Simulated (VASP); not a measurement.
Here is a VASP 6.6.1 calculation.

Contents of INCAR:

```
  PREC = Accurate
  ENCUT = 520
  EDIFF = 1E-6
  ISMEAR = 0
  SIGMA = 0.03
  LREAL = False
  LASPH = True
  NELM = 80
  ALGO = Normal
  ISIF = 2
  LWAVE = False
  LCHARG = False
  GGA = PE
  NBANDS = 39
```

The input KPOINTS:

```
regular mesh
0
Gamma
  12 12 2
```

POSCAR

```
GeSb4Te4
1.0
    3.9835859787      0.0000000000      0.0000000000
   -1.9917929893      3.4498866557      0.0000000000
    0.0000000000      0.0000000000     16.9426640956
Ge Sb Te
1 4 4
Direct
    0.0000000000      0.0000000000      0.0000000000
    0.3333333333      0.6666666667      0.5440991995
    0.6666666667      0.3333333333      0.4559008005
    0.6666666667      0.3333333333      0.7907683463
    0.3333333333      0.6666666667      0.2092316537
    0.3333333333      0.6666666667      0.9045184749
    0.6666666667      0.3333333333      0.0954815251
    0.0000000000      0.0000000000      0.6939667076
    0.0000000000      0.0000000000      0.3060332924
```

Potentials or basis: VASP PAW PBE potentials, release 64 (Ge_d, Sb, Te).

Launch:

```console
$ cat potpaw_PBE.64/Ge_d/POTCAR potpaw_PBE.64/Sb/POTCAR potpaw_PBE.64/Te/POTCAR > POTCAR
$ mpirun -np 1 vasp_std > vasp.out
```

(1) What does it give for the band gap on the k mesh?

(2) Predict the largest force.

(3) What does it give for the pressure?

Results:

(1) zero (band 29 reaches 9.27 eV, above the bottom of band 30 at 8.87 eV).

(2) 1.777 eV/Å.

(3) 15.8 GPa.

Caveat: the cell differs from its parent crystal (strain -0.080 along x and y, -0.040 along z); spin-orbit coupling is left out, which moves the levels of the heavy elements; forces of over 1 eV/Å act on the atoms, so gaps and moduli don't describe the material at rest.
